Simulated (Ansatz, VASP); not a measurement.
# TiO2 in VASP and in Ansatz

Contents of INCAR:

```
PREC = Accurate
ENCUT = 520
EDIFF = 1E-8
ISMEAR = -1
SIGMA = 0.05
LREAL = False
LASPH = True
NELM = 60
ALGO = Normal
ISIF = 2
LWAVE = False
LCHARG = False
LEFG = True
NBANDS = 33
```

File KPOINTS:

```
Automatic mesh
0
Gamma
  7 7 10
```

POSCAR

```
TiO2
1.0
    4.5631668562      0.0000000000      0.0000000000
    0.0000000000      4.5631668562      0.0000000000
    0.0000000000      0.0000000000      2.9391403412
Ti O
2 4
Direct
    0.0000000000      0.0000000000      0.0000000000
    0.5000000000      0.5000000000      0.5000000000
    0.3060000000      0.3060000000      0.0000000000
    0.1940000000      0.8060000000      0.5000000000
    0.6940000000      0.6940000000      0.0000000000
    0.8060000000      0.1940000000      0.5000000000
```

Input for Ansatz:

```yaml
crystal:
  lattice:
    - [4.5631668562, 0.0, 0.0]
    - [0.0, 4.5631668562, 0.0]
    - [0.0, 0.0, 2.9391403412]
  atoms:
    - { symbol: Ti, position: [0.0, 0.0, 0.0] }
    - { symbol: Ti, position: [0.5, 0.5, 0.5] }
    - { symbol: O, position: [0.306, 0.306, 0.0] }
    - { symbol: O, position: [0.194, 0.806, 0.5] }
    - { symbol: O, position: [0.694, 0.694, 0.0] }
    - { symbol: O, position: [0.806, 0.194, 0.5] }
kpoints:
  mp_grid: { grid: [7, 7, 10] }
scf:
  occupations: { method: fermi_dirac, width: 0.05 }
hamiltonian:
  xc: lda
  pseudopotentials: { kind: all_electron, datasets: crystal }
output:
  forces: true
  stress: true
  eigenvalues: true
  efg: { contact_densities: true }
```

Change from the starting cell: volume scaled by 0.98, crystal datasets.

Alike in both runs: task electric field gradients; functional LDA; k mesh 7 × 7 × 10; occupations fermi-dirac, width 0.05 eV; no spin polarisation.

|  | VASP | Ansatz |
| --- | --- | --- |
| version | VASP 6.6.1 | Ansatz 0.2.0 |
| potentials or method | VASP PAW LDA potentials, release 64 (Ti_sv, O), cutoff 520 eV | all-electron PAW with datasets made for the crystal, scalar-relativistic |

```tsv
	VASP	Ansatz	Ansatz less VASP
gap on the k mesh at the Fermi level (eV)	1.87	1.90	+0.024
pressure (GPa)	-1.8	-2.9	-1.01
traceless stress, the component that is largest in VASP (GPa)	-0.92	-1.22	-0.295
rms of the force components (eV/Å)	0.116	0.099	-0.0169
size of Vzz on the site where it differs most (V/Å²)	26.2	24.7	-1.42
```

LDA's correlation is that of Perdew and Zunger in VASP and of Perdew and Wang (1992) in Ansatz. Atom by atom the forces differ by 0.017 eV/Å (rms over components). Ansatz ran all-electron here, and VASP with PAW potentials.
